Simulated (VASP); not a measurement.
In3As, 4 atoms in the cell. The structure is hexagonal, space group P6mm (No. 183). Conventional cell: a = 4.256 Å, b = 4.256 Å, c = 7.177 Å, α = 90.00°, β = 90.00°, γ = 120.00°. In (site symmetry 3m) has 6 In at 2.46 Å and 3 As at 3.09 Å within 3.2 Å. In (site symmetry 6mm) has 1 As at 1.96 Å and 6 In at 2.46 Å within 2.6 Å. Within 2.6 Å of As (site symmetry 6mm) lie 1 In at 1.96 Å. The cell was generated, and may not be a known phase.

| Item | Value |
| --- | --- |
| Program | VASP 6.6.1 |
| Task | single point |
| Functional | PBE |
| Potentials or basis | VASP PAW PBE potentials, release 64 (In_d, As) |
| Cutoff | 520 eV |
| k mesh | 6 × 6 × 4 |
| Occupations | gaussian, width 0.1 eV |
| Spin | no spin polarisation |
| Dipole correction | no |
| Further INCAR settings | ALGO = Normal; EDIFF = 1e-06; NBANDS = 30 |

Potentials or basis: VASP PAW PBE potentials, release 64 (In_d, As).

Run with:

```bash
$ cat potpaw_PBE.64/In_d/POTCAR potpaw_PBE.64/As/POTCAR > POTCAR
$ mpirun -np 1 vasp_std > vasp.out
```

Hardware: 1 thread of Intel(R) Xeon(R) 6975P-C (Granite Rapids) (shared host).

Question: Estimate the wall time of this run.

Answer: It took 38 s on 1 thread of Intel(R) Xeon(R) 6975P-C (Granite Rapids) (shared host), peak memory 0.25 GiB. Counts: scf iterations 16, k points 21.
